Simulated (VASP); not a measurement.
# Co2IrN3 (P6_3/mmc) in VASP: notebook, part 2 of 2

VASP 6.6.1. Earlier steps stand in the parts before.

### Step 3. Relaxation of cell and atoms, PBE

This run uses another cell than the first one, of 8.96 Å³/atom.

Contents of INCAR:

```
  PREC = Accurate
  ENCUT = 600
  EDIFF = 1E-6
  ISMEAR = 0
  SIGMA = 0.1
  LREAL = False
  LASPH = True
  NELM = 60
  ALGO = Normal
  ISIF = 3
  LWAVE = False
  LCHARG = False
  GGA = PE
  IBRION = 2
  NSW = 90
  EDIFFG = -0.04
```

Contents of KPOINTS:

```
Automatic mesh
0
Gamma
  6 6 1
```

Contents of POSCAR:

```
Co2IrN3
1.0
    2.7817746612      0.0000000000      0.0000000000
   -1.3908873306      2.4090875242      0.0000000000
    0.0000000000      0.0000000000     16.0382447894
Co Ir N
4 2 6
Direct
    0.3333333333      0.6666666667      0.9280000000
    0.6666666667      0.3333333333      0.4280000000
    0.6666666667      0.3333333333      0.0720000000
    0.3333333333      0.6666666667      0.5720000000
    0.0000000000      0.0000000000      0.2500000000
    0.0000000000      0.0000000000      0.7500000000
    0.0000000000      0.0000000000      0.5000000000
    0.0000000000      0.0000000000      0.0000000000
    0.3333333333      0.6666666667      0.3650000000
    0.6666666667      0.3333333333      0.8650000000
    0.6666666667      0.3333333333      0.6350000000
    0.3333333333      0.6666666667      0.1350000000
```

Potentials or basis: VASP PAW PBE potentials, release 64 (Co, Ir, N).

Command:

```
$ cat potpaw_PBE.64/Co/POTCAR potpaw_PBE.64/Ir/POTCAR potpaw_PBE.64/N/POTCAR > POTCAR
$ mpirun -np 1 vasp_std > vasp.out
```

OUTCAR:

```text
PREC = Accurate
   ENCUT = 600
   EDIFF = 1E-6
   ISMEAR = 0
   LREAL = False
   LASPH = True
   NELM = 60
   ISIF = 3
   GGA = PE
   IBRION = 2
   NSW = 90
   EDIFFG = -0.04

 ion  position               nearest neighbor table
   1  0.333  0.667  0.928-  10 1.90  10 1.90  10 1.90   8 1.98   8 1.98   8 1.98   3 2.81   3 2.81
                             3 2.81
   2  0.667  0.333  0.428-   9 1.90   9 1.90   9 1.90   7 1.98   7 1.98   7 1.98   4 2.81   4 2.81
                             4 2.81
   3  0.667  0.333  0.072-  12 1.90  12 1.90  12 1.90   8 1.98   8 1.98   8 1.98   1 2.81   1 2.81
                             1 2.81
   4  0.333  0.667  0.572-  11 1.90  11 1.90  11 1.90   7 1.98   7 1.98   7 1.98   2 2.81   2 2.81
                             2 2.81
   5  0.000  0.000  0.250-   9 2.45  12 2.45   9 2.45  12 2.45   9 2.45  12 2.45
   6  0.000  0.000  0.750-  10 2.45  11 2.45  10 2.45  11 2.45  10 2.45  11 2.45
[... 204 lines left out ...]
  -------------------------------------------------------------------------------------
  Total        1.6240823      1.6240823      5.4888724      0.0000000     -0.0000000     -0.0000000
  in kB       24.2095797     24.2095797     81.8205418      0.0000000     -0.0000000     -0.0000000
  external PRESSURE =      43.4132337 kB  Pullay stress =       0.0000000 kB
[... 355 lines left out ...]
--------------------------------------- Ionic step        9  -------------------------------------------

 number of electron      83.9999991 magnetization

 Free energy of the ion-electron system (eV)
  ---------------------------------------------------
  ext. energy  EPLUGINS =         0.00000000
  ---------------------------------------------------
  free energy    TOTEN  =       -85.58511440 eV

  energy without entropy =      -85.54355861  energy(sigma->0) =      -85.56433651

 E-fermi :   9.2986     XC(G=0): -13.4751

 val. band max:        9.2761474517   @ k =   0.5000   0.0000   0.0000
 cond. band min:       9.4136561074   @ k =   0.3333   0.3333   0.0000
 fundamental gap:      0.1375086558
 Fermi energy:         9.2985617055

 k-point     1 :       0.0000    0.0000    0.0000
  band No.  band energies     occupation
      1      -8.1813      2.00000
      2      -8.0342      2.00000
      3      -7.3633      2.00000
      4      -6.9677      2.00000
      5      -6.0303      2.00000
      6      -5.7017      2.00000
[... 399 lines left out ...]
  FREE ENERGIE OF THE ION-ELECTRON SYSTEM (eV)
  ---------------------------------------------------
  free  energy   TOTEN  =       -85.5851144040 eV

  energy  without entropy=      -85.5435586099  energy(sigma->0) =      -85.56433651

 reached required accuracy - stopping structural energy minimisation
```

OSZICAR:

```text
N       E                     dE             d eps       ncg     rms          rms(c)
DAV:   1     0.948884332158E+03    0.94888E+03   -0.42677E+04   700   0.227E+03
DAV:   2     0.685275017397E+02   -0.88036E+03   -0.85408E+03   708   0.546E+02
DAV:   3    -0.885605661417E+02   -0.15709E+03   -0.14802E+03   922   0.225E+02
DAV:   4    -0.105988673924E+03   -0.17428E+02   -0.16431E+02  1092   0.678E+01
[... 111 lines left out ...]
DAV:   4    -0.855851387275E+02    0.68816E-04   -0.40331E-04  1218   0.195E-01    0.673E-02
DAV:   5    -0.855851428300E+02   -0.41025E-05   -0.18773E-04  1010   0.130E-01    0.676E-02
DAV:   6    -0.855851187939E+02    0.24036E-04   -0.98470E-05  1158   0.110E-01    0.251E-02
DAV:   7    -0.855851148173E+02    0.39766E-05   -0.13939E-05  1206   0.287E-02    0.104E-02
DAV:   8    -0.855851144040E+02    0.41326E-06   -0.30484E-06   522   0.137E-02
   9 F= -.85585114E+02 E0= -.85564337E+02  d E =-.324331E-03
```

Run time: 5 min. Hardware: 1 thread of Intel Xeon 6975P-C (Granite Rapids), shared host; peak memory 0.27 GiB.

What came out:

```
Free energy                           : -85.5851 eV
Relaxed volume                        : 9.05 Å³/atom
Relaxed cell                          : a = 2.754 Å, b = 2.754 Å, c = 16.531 Å, α = 90.00°, β = 90.00°, γ = 120.00°
Space group after relaxing (to 0.1 Å) : P6_3/mmc (No. 194)
Energy gained by relaxing             : 18.8 meV/atom
Ionic steps                           : 9
Pressure after relaxing               : -0.1 GPa
Largest force after relaxing          : 0.022 eV/Å
Band gap on the k mesh                : zero (bands 42 and 43 overlap by 0.27 eV)
```

Forces on the atoms (eV/Å):
```
Co   0.000  0.000 -0.011
Co   0.000  0.000 -0.011
Co   0.000  0.000  0.011
Co   0.000  0.000  0.011
Ir   0.000  0.000  0.000
Ir   0.000  0.000  0.000
N    0.000  0.000  0.000
N    0.000  0.000  0.000
N    0.000  0.000 -0.022
N    0.000  0.000 -0.022
N    0.000  0.000  0.022
N    0.000  0.000  0.022
```

The path:
```csv
step,energy change (eV),largest force (eV/Å),pressure (GPa),volume (Å³)
1,0.0000,0.5719,4.34,107.48
2,-0.0980,0.4697,-6.36,111.29
3,-0.1052,0.4941,-4.32,110.49
4,-0.2111,0.1548,-1.93,109.41
5,-0.2243,0.0485,-0.62,108.93
6,-0.2243,0.0614,-0.70,108.89
7,-0.2251,0.0537,0.56,108.39
8,-0.2254,0.0452,0.17,108.57
9,-0.2257,0.0224,-0.10,108.60
```

Final structure:
```
Co Ir N
1.0
     2.75426    0.00000    0.00000
    -1.37713    2.38526    0.00000
     0.00000    0.00000   16.53120
Co Ir N
4 2 6
Cartesian
  0.0000 1.5902 15.2704
  1.3771 0.7951 7.0048
  1.3771 0.7951 1.2608
  0.0000 1.5902 9.5264
  0.0000 0.0000 4.1328
  0.0000 0.0000 12.3984
  0.0000 0.0000 8.2656
  0.0000 0.0000 0.0000
  0.0000 1.5902 5.9768
  1.3771 0.7951 14.2424
  1.3771 0.7951 10.5544
  0.0000 1.5902 2.2888
```

Levels at points of the mesh, in eV from the Fermi level:
```
           k point  band 40  band 41  band 42  band 43  band 44  band 45
(0.00, 0.00, 0.00)    -0.59    -0.59    -0.37    -0.16    -0.16     0.24
(0.50, 0.00, 0.00)    -0.19    -0.15    -0.02     0.79     0.84     1.04
```

Caveat: the k points lie up to 0.44 Å⁻¹ apart in the final cell; spin-orbit coupling is left out, which moves the levels of the heavy elements; the run has no spin polarisation, though such a crystal can be magnetic.

### Step 4. Single point, PBE, collinear spin, ferromagnetic start

This run uses another cell than the first one, of 8.96 Å³/atom.

Contents of INCAR:

```
SYSTEM = Co2IrN3
  PREC = Accurate
  ENCUT = 520
  EDIFF = 1E-6
  ISMEAR = 0
  SIGMA = 0.1
  LREAL = .False.
  LASPH = .True.
  NELM = 150
  ALGO = Normal
  ISIF = 2
  LWAVE = .False.
  LCHARG = .True.
  ISPIN = 2
  MAGMOM = 3 3 3 3 1 1 0 0 0 0 0 0
  LORBIT = 11
  LMAXMIX = 4
  GGA = PE
  LELF = .True.
  LVHAR = .True.
  NBANDS = 58
```

Contents of KPOINTS:

```
regular mesh
0
Gamma
  6 6 1
  0 0 0
```

POSCAR is that of step 3.

Command:

```
$ cat potpaw_PBE.64/Co/POTCAR potpaw_PBE.64/Ir/POTCAR potpaw_PBE.64/N/POTCAR > POTCAR
$ mpirun -np 1 vasp_std > vasp.out
```

Run time: 3.2 min. Hardware: 1 thread of Intel Xeon 6975P-C (Granite Rapids), shared host; peak memory 0.33 GiB.

Results (log left out):

```
Free energy                                           : -85.3508 eV
Pressure                                              : 4.4 GPa
Largest force                                         : 0.571 eV/Å
Band gap on the k mesh                                : zero (filled and empty bands overlap)
Net moment                                            : -0.01 μB per cell
Valence electrons inside the program's atomic spheres : Co 8.61; Ir 7.93; N 3.71, 3.60 (each value once)
```

Forces in eV/Å, atoms in the order of the input:
```
Co   0.000  0.000 -0.570
Co   0.000  0.000 -0.570
Co   0.000  0.000  0.570
Co   0.000  0.000  0.570
Ir   0.000  0.000  0.000
Ir   0.000  0.000  0.000
N    0.000  0.000  0.000
N    0.000  0.000  0.000
N    0.000  0.000 -0.571
N    0.000  0.000 -0.571
N    0.000  0.000  0.571
N    0.000  0.000  0.571
```

Stress tensor (GPa, compression positive):
```
2.50 0.00 0.00
0.00 2.50 0.00
0.00 0.00 8.25
```

Levels at points of the mesh, in eV from the Fermi level:
Spin up:
| k point | band 39 | band 40 | band 41 | band 42 | band 43 | band 44 | band 45 | band 46 |
| --- | --- | --- | --- | --- | --- | --- | --- | --- |
| (0.00, 0.00, 0.00) | -0.64 | -0.64 | -0.38 | -0.38 | -0.28 | -0.16 | 0.12 | 0.12 |
| (0.50, 0.00, 0.00) | -0.28 | -0.26 | -0.24 | -0.15 | 0.71 | 0.80 | 0.97 | 1.17 |
Spin down:
| k point | band 40 | band 41 | band 42 | band 43 | band 44 | band 45 |
| --- | --- | --- | --- | --- | --- | --- |
| (0.00, 0.00, 0.00) | -0.64 | -0.38 | -0.38 | -0.29 | -0.16 | 0.12 |
| (0.50, 0.00, 0.00) | -0.26 | -0.24 | -0.15 | 0.71 | 0.80 | 0.97 |

Caveat: the k points lie up to 0.43 Å⁻¹ apart; spin-orbit coupling is left out, which moves the levels of the heavy elements. With open d or f shells a metallic result of PBE can be an artefact of self-interaction; +U or a hybrid may open a gap.

### Step 5. Single point, PBE

This run uses another cell than the first one, of 9.13 Å³/atom.

Contents of INCAR:

```
PREC = Accurate
ENCUT = 520
EDIFF = 1E-6
ISMEAR = 0
SIGMA = 0.1
LREAL = F
LASPH = T
NELM = 80
ALGO = Normal
ISIF = 2
LWAVE = F
LCHARG = F
GGA = PE
NBANDS = 54
```

Contents of KPOINTS:

```
regular mesh
0
Gamma
  18 18 4
```

Contents of POSCAR:

```
Co2IrN3
1.0
    2.7499717403      0.0000000000      0.0000000000
   -1.3749858702      2.3815453868      0.0000000000
    0.0000000000      0.0000000000     16.7317138174
Co Ir N
4 2 6
Direct
    0.3333333333      0.6666666667      0.9235980527
    0.6666666667      0.3333333333      0.4235980527
    0.6666666667      0.3333333333      0.0764019473
    0.3333333333      0.6666666667      0.5764019473
    0.0000000000      0.0000000000      0.2500000000
    0.0000000000      0.0000000000      0.7500000000
    0.0000000000      0.0000000000      0.5000000000
    0.0000000000      0.0000000000      0.0000000000
    0.3333333333      0.6666666667      0.3641808037
    0.6666666667      0.3333333333      0.8641808037
    0.6666666667      0.3333333333      0.6358191963
    0.3333333333      0.6666666667      0.1358191963
```

Potentials or basis: VASP PAW PBE potentials, release 64 (Co, Ir, N).

Command:

```
$ cat potpaw_PBE.64/Co/POTCAR potpaw_PBE.64/Ir/POTCAR potpaw_PBE.64/N/POTCAR > POTCAR
$ mpirun -np 1 vasp_std > vasp.out
```

OUTCAR:

```text
PREC = Accurate
   ENCUT = 520
   EDIFF = 1E-6
   ISMEAR = 0
   LREAL = F
   LASPH = T
   NELM = 80
   ISIF = 2
   GGA = PE

 ion  position               nearest neighbor table
   1  0.333  0.667  0.924-  10 1.87  10 1.87  10 1.87   8 2.04   8 2.04   8 2.04   3 3.01   3 3.01
                             3 3.01
   2  0.667  0.333  0.424-   9 1.87   9 1.87   9 1.87   7 2.04   7 2.04   7 2.04   4 3.01   4 3.01
                             4 3.01
   3  0.667  0.333  0.076-  12 1.87  12 1.87  12 1.87   8 2.04   8 2.04   8 2.04   1 3.01   1 3.01
                             1 3.01
[... 1603 lines left out ...]

 VOLUME and BASIS-vectors are now :
 -----------------------------------------------------------------------------
  energy-cutoff  :      520.00
  volume of cell :      109.58
      direct lattice vectors                 reciprocal lattice vectors
     2.749971740  0.000000000  0.000000000     0.363640100  0.209947710  0.000000000
    -1.374985870  2.381545387  0.000000000     0.000000000  0.419895420  0.000000000
     0.000000000  0.000000000 16.731713817     0.000000000  0.000000000  0.059766741

 POSITION                                       TOTAL-FORCE (eV/Angst)
 -----------------------------------------------------------------------------------
     -0.00000      1.58770     15.45338         0.000000      0.000000      0.047530
      1.37499      0.79385      7.08752        -0.000000      0.000000      0.047530
      1.37499      0.79385      1.27834        -0.000000      0.000000     -0.047530
     -0.00000      1.58770      9.64419        -0.000000     -0.000000     -0.047530
      0.00000      0.00000      4.18293         0.000000      0.000000      0.000000
      0.00000      0.00000     12.54879         0.000000     -0.000000      0.000000
      0.00000      0.00000      8.36586         0.000000      0.000000      0.000000
      0.00000      0.00000      0.00000         0.000000      0.000000      0.000000
     -0.00000      1.58770      6.09337         0.000000     -0.000000     -0.061095
      1.37499      0.79385     14.45923         0.000000      0.000000     -0.061095
      1.37499      0.79385     10.63834        -0.000000      0.000000      0.061095
     -0.00000      1.58770      2.27249         0.000000     -0.000000      0.061095
 -----------------------------------------------------------------------------------
    total drift:                                0.000000     -0.000000      0.000000

  FREE ENERGIE OF THE ION-ELECTRON SYSTEM (eV)
  ---------------------------------------------------
  free  energy   TOTEN  =       -85.5186327640 eV

  energy  without entropy=      -85.4708216678  energy(sigma->0) =      -85.49472722
```

Run time: 11 min. Hardware: 1 thread of Intel Xeon 6975P-C (Granite Rapids), shared host; peak memory 0.61 GiB.

Results:

- Free energy: -85.5186 eV
- Pressure: 0.2 GPa
- Largest force: 0.061 eV/Å
- Band gap on the k mesh: zero (bands 42 and 43 overlap by 0.21 eV)

Forces in eV/Å, atoms in the order of the input:
```
Co   0.000  0.000  0.048
Co   0.000  0.000  0.048
Co   0.000  0.000 -0.048
Co   0.000  0.000 -0.048
Ir   0.000  0.000  0.000
Ir   0.000  0.000  0.000
N    0.000  0.000  0.000
N    0.000  0.000  0.000
N    0.000  0.000 -0.061
N    0.000  0.000 -0.061
N    0.000  0.000  0.061
N    0.000  0.000  0.061
```

Levels at points of the mesh, in eV from the Fermi level:
```csv
k point,band 39,band 40,band 41,band 42,band 43,band 44,band 45,band 46
"(0.00, 0.00, 0.00)",-0.56,-0.44,-0.44,-0.33,-0.14,-0.14,0.23,0.23
"(0.50, 0.00, 0.00)",-0.40,-0.27,-0.19,-0.06,0.70,0.75,1.06,1.14
"(0.00, 0.00, 0.50)",-0.67,-0.67,-0.40,-0.40,0.08,0.08,0.08,0.08
"(0.50, 0.00, 0.50)",-0.44,-0.44,-0.11,-0.11,0.73,0.73,1.23,1.23
```

Caveat: spin-orbit coupling is left out, which moves the levels of the heavy elements; the run has no spin polarisation, though such a crystal can be magnetic. Spin polarisation is off, so any magnetic state and its effect on volume and gap are missing.

### Step 6. The runs side by side

| task | cell | k mesh | cutoff (eV) | gap on the mesh (eV) | pressure (GPa) | largest force (eV/Å) |
| --- | --- | --- | --- | --- | --- | --- |
| single point | a = 2.751, b = 2.751, c = 16.605 Å, angles 90.0, 90.0, 120.0°, 12 atoms, atomic positions A | 6 × 6 × 1 | 520 | none | 0.1 | 0.06 |
| relaxation of cell and atoms | relaxed from a = 2.782, b = 2.782, c = 16.038 Å, angles 90.0, 90.0, 120.0°, 12 atoms, atomic positions B | 6 × 6 × 1 | 600 | none | -0.1 | 0.02 |
| single point | a = 2.750, b = 2.750, c = 16.732 Å, angles 90.0, 90.0, 120.0°, 12 atoms, atomic positions C | 18 × 18 × 4 | 520 | none | 0.2 | 0.06 |

Alike in all rows: level PBE; potentials or basis VASP PAW PBE potentials, release 64 (Co, Ir, N); no spin polarisation; smearing gaussian 0.1 eV.

Caveats: some runs use coarse meshes; spin-orbit coupling is left out, which moves the levels of the heavy elements; the run has no spin polarisation, though such a crystal can be magnetic.

Total energies depend on the potentials used, so only differences within one code and one set of settings carry meaning.
